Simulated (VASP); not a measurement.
Here is a VASP 6.6.1 calculation.

File INCAR:

```
ALGO = Normal
EDIFF = 1E-6
ENCUT = 520
GGA = PS
ISIF = 2
ISMEAR = -1
LASPH = T
LCHARG = F
LREAL = F
LWAVE = F
NBANDS = 14
NELM = 80
PREC = Accurate
SIGMA = 0.1
```

Contents of KPOINTS:

```
k-points
0
Gamma
  18 18 18
```

File POSCAR:

```
HfC
1.0
    0.0000000000      2.2622280453      2.2622280453
    2.2622280453      0.0000000000      2.2622280453
    2.2622280453      2.2622280453      0.0000000000
Hf C
1 1
Direct
    0.5000000000      0.5000000000      0.5000000000
    0.0000000000      0.0000000000      0.0000000000
```

Potentials or basis: VASP PAW PBE potentials, release 64 (Hf_pv, C).

The run is started by

```bash
$ cat potpaw_PBE.64/Hf_pv/POTCAR potpaw_PBE.64/C/POTCAR > POTCAR
$ mpirun -np 1 vasp_std > vasp.out
```

**Question.** Predict the band gap on the k mesh.

**Answer.** Zero (band 7 reaches 7.53 eV, above the bottom of band 8 at 6.04 eV).

**Question.** Predict the pressure.

**Answer.** 15.0 GPa.

Caveat: the PAW data sets were made with another functional, which shifts forces and pressure a little; spin-orbit coupling is left out, which moves the levels of the heavy elements.
